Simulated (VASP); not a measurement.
Al32H (a cell with a defect), 33 atoms in the cell. The cell holds a defect, 33 atoms: a = 8.100 Å, b = 8.100 Å, c = 8.100 Å, α = 90.00°, β = 90.00°, γ = 90.00°. 

```yaml
Program: VASP 6.6.1
Task: single point
Functional: PBE
Potentials_or_basis: VASP PAW PBE potentials, release 64 (Al, H)
Cutoff: 520 eV
k_mesh: 2 × 2 × 2
Occupations: gaussian, width 0.05 eV
Spin: no spin polarisation
Dipole_correction: no
Further_INCAR_settings: LREAL = Auto; ALGO = Normal; EDIFF = 1e-06; NBANDS = 70
```

Potentials or basis: VASP PAW PBE potentials, release 64 (Al, H).

Launch:

```bash
$ cat potpaw_PBE.64/Al/POTCAR potpaw_PBE.64/H/POTCAR > POTCAR
$ mpirun -np 1 vasp_std > vasp.out
```

Hardware: 1 thread of Intel(R) Xeon(R) 6975P-C (Granite Rapids), with other jobs on the host.

Problem. Estimate the wall time of this run.

Solution. It took 3.3 min on 1 thread of Intel(R) Xeon(R) 6975P-C (Granite Rapids) (shared host), peak memory 0.56 GiB. Counts: scf iterations 14, k points 8.
